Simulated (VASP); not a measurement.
Here is a VASP 6.6.1 calculation.

INCAR

```
  PREC = Accurate
  ENCUT = 600
  EDIFF = 1E-6
  ISMEAR = 0
  SIGMA = 0.01
  LREAL = F
  LASPH = T
  NELM = 120
  ALGO = Normal
  ISIF = 2
  LWAVE = F
  LCHARG = F
  GGA = PS
  NBANDS = 11
  GGA_COMPAT = F
```

Contents of KPOINTS:

```
Automatic mesh
0
Gamma
  8 8 8
```

POSCAR

```
Be2C
1.0
    0.0000000000      2.1553768814      2.1445999970
    2.1553768814      0.0000000000      2.1445999970
    2.1553768814      2.1553768814      0.0000000000
Be C
2 1
Direct
    0.2500000000      0.2500000000      0.2500000000
    0.7500000000      0.7500000000      0.7500000000
    0.0000000000      0.0000000000      0.0000000000
```

Potentials or basis: VASP PAW PBE potentials, release 64 (Be, C).

Command:

```sh
$ cat potpaw_PBE.64/Be/POTCAR potpaw_PBE.64/C/POTCAR > POTCAR
$ mpirun -np 1 vasp_std > vasp.out
```

**Question.** Predict the band gap on the k mesh.

**Answer.** 0.99 eV, indirect (least direct gap 4.04 eV).

**Question.** Predict the pressure.

**Answer.** 1.6 GPa.

Stress tensor (GPa, compression positive):
```
0.67 0.00 0.00
0.00 0.67 0.00
0.00 0.00 3.49
```

Caveat: the cell differs from its parent crystal (z stretched by -0.5 %, x and y held); the PAW data sets were made with another functional, which shifts forces and pressure a little. A k mesh can miss the band edges.
